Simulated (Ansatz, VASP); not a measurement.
**One calculation of FeSb, two programs**

INCAR

```
SYSTEM = FeSb
PREC = Accurate
ENCUT = 520
EDIFF = 1E-6
ISMEAR = -1
SIGMA = 0.1
LREAL = .False.
LASPH = .True.
NELM = 150
ALGO = Normal
ISIF = 2
LWAVE = .False.
LCHARG = .True.
ISPIN = 2
MAGMOM = 3 3 0 0
LORBIT = 11
LMAXMIX = 4
LELF = .True.
LVHAR = .True.
NBANDS = 25
```

File KPOINTS:

```
Automatic mesh
0
Gamma
  8 8 6
  0 0 0
```

POSCAR

```
FeSb
1.0
    4.2163052107      0.0000000000      0.0000000000
   -2.1081526054      3.6514274226      0.0000000000
    0.0000000000      0.0000000000      5.3274989485
Fe Sb
2 2
Direct
    0.0000000000      0.0000000000      0.0000000000
    0.0000000000      0.0000000000      0.5000000000
    0.3333333333      0.6666666667      0.2500000000
    0.6666666667      0.3333333333      0.7500000000
```

Input for Ansatz:

```yaml
crystal:
  lattice:
    - [4.2163052107, 0.0, 0.0]
    - [-2.1081526054, 3.6514274226, 0.0]
    - [0.0, 0.0, 5.3274989485]
  atoms:
    - { symbol: Fe, position: [0.0, 0.0, 0.0], spin: 3.0 }
    - { symbol: Fe, position: [0.0, 0.0, 0.5], spin: 3.0 }
    - { symbol: Sb, position: [0.3333333333, 0.6666666667, 0.25] }
    - { symbol: Sb, position: [0.6666666667, 0.3333333333, 0.75] }
magnetization:
  spin_polarized: true
kpoints:
  mp_grid: { grid: [8, 8, 6] }
scf:
  occupations: { method: fermi_dirac, width: 0.1 }
  lower_state_search: "off"
hamiltonian:
  xc: lda
  pseudopotentials: { kind: paw }
output:
  forces: true
  stress: true
  eigenvalues: true
  populations: true
```

Change from the starting cell: volume scaled by 1.12, PAW files.

Alike in both runs: task single point; functional LDA; k mesh 8 × 8 × 6; occupations fermi-dirac, width 0.1 eV; collinear spin.

|  | VASP | Ansatz |
| --- | --- | --- |
| version | VASP 6.6.1 | Ansatz 0.2.0 |
| potentials or method | VASP PAW LDA potentials, release 64 (Fe, Sb) | PAW with Ansatz's default frozen-core files, scalar-relativistic |
| plane-wave cutoff (eV) | 520 | 420 |
| valence electrons in the cell | 26 | 62 |

Ansatz gave:

```
pressure (GPa)                                                : -16.2
traceless stress, the component that is largest in VASP (GPa) : -1.07
net moment per atom (μB)                                      : 1.03
size of the moment on the site where the two differ most (μB) : 2.15
```

Task: What did VASP give for the same quantities?

Result: Pressure (GPa): -16.9; traceless stress, the component that is largest in VASP (GPa): -1.04; net moment per atom (μB): 0.97; size of the moment on the site where the two differ most (μB): 2.02.

LDA's correlation is that of Perdew and Zunger in VASP and of Perdew and Wang (1992) in Ansatz. Site moments also hang on the region over which each program counts them. VASP's potentials hold 26 valence electrons a cell and Ansatz's 62, so a difference there can come from the potentials and not from the codes.

Neither program's run includes spin-orbit coupling.
